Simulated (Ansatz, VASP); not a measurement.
# Two plane-wave programs on Rh

```xyz
4
Lattice="2.9009 0.0000 0.0000 -1.4505 2.3434 0.0000 0.0000 0.0000 7.7135" Properties=species:S:1:pos:R:3 pbc="T T T"
Rh    0.0000    0.0000    0.0000
Rh    0.0000    1.5622    1.9284
Rh    0.0000    0.0000    3.8568
Rh    1.4505    0.7811    5.7851
```

Change from the starting cell: strain +e along x and -e along y +0.0367, strain +e along z and -e/2 along x and y -0.1100.

Alike in both runs: task single point; functional LDA; k mesh 18 × 18 × 6; occupations gaussian, width 0.15 eV; no spin polarisation.

|  | VASP | Ansatz |
| --- | --- | --- |
| version | VASP 6.6.1 | Ansatz 0.2.0 |
| potentials or method | VASP PAW LDA potentials, release 64 (Rh_pv), cutoff 520 eV | scalar-relativistic, plane waves, PAW |
| valence electrons in the cell | 60 | 68 |

Ansatz gave:

```
gap on the k mesh at the Fermi level (eV)                     : none
pressure (GPa)                                                : 14.4
traceless stress, the component that is largest in VASP (GPa) : 33.71
rms of the force components (eV/Å)                            : 0.189
```

Estimate VASP's values.

gap on the k mesh at the Fermi level (eV): none; pressure (GPa): 15.4; traceless stress, the component that is largest in VASP (GPa): 33.87; rms of the force components (eV/Å): 0.192.

Ansatz warns that its potentials were made for another functional, while VASP's fit it. LDA's correlation is that of Perdew and Zunger in VASP and of Perdew and Wang (1992) in Ansatz. Atom by atom the forces differ by 0.003 eV/Å (rms over components). A gap of «none» marks a metal or a gap that the smearing closes. VASP's potentials hold 60 valence electrons a cell and Ansatz's 68, so a difference there can come from the potentials and not from the codes.
